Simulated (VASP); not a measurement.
A run of VASP 6.6.1:

The input INCAR:

```
SYSTEM = Bi
PREC     = Accurate       ! precision mode
ENCUT    = 600            ! plane-wave cutoff, eV
EDIFF    = 1E-7           ! SCF threshold, eV
ISMEAR   = 0              ! smearing method
SIGMA    = 0.1            ! smearing width, eV
LREAL    = .False.        ! projectors in reciprocal space
LASPH    = .True.         ! aspherical terms in the spheres
NELM     = 80             ! most SCF steps
ALGO     = Normal         ! electronic algorithm
ISIF     = 3              ! what is computed and relaxed
LWAVE    = .False.        ! write WAVECAR
LCHARG   = .False.        ! write CHGCAR
GGA      = PS             ! functional
IBRION   = 2              ! ionic algorithm
NSW      = 80             ! ionic steps
EDIFFG   = -0.05          ! ionic threshold
PSTRESS  = 101.0
```

The input KPOINTS:

```
Automatic mesh
0
Gamma
  8 8 8
  0 0 0
```

POSCAR

```
Bi
1.0
   -1.8777521352      1.8777521352      1.8777521352
    1.8777521352     -1.8777521352      1.8777521352
    1.8777521352      1.8777521352     -1.8777521352
Bi
1
Direct
    0.0000000000      0.0000000000      0.0000000000
```

Potentials or basis: VASP PAW PBE potentials, release 64 (Bi_d).

The run is started by

```bash
$ cat potpaw_PBE.64/Bi_d/POTCAR > POTCAR
$ mpirun -np 1 vasp_std > vasp.out
```

Hardware: 1 thread of Intel Xeon 8259CL (shared host).

Task: Estimate the wall time of this run.

Result: Wall time 14 s on 1 thread of Intel Xeon 8259CL (shared host), peak memory 0.16 GiB. Counts: scf iterations 11, k points 29, ion steps 1.
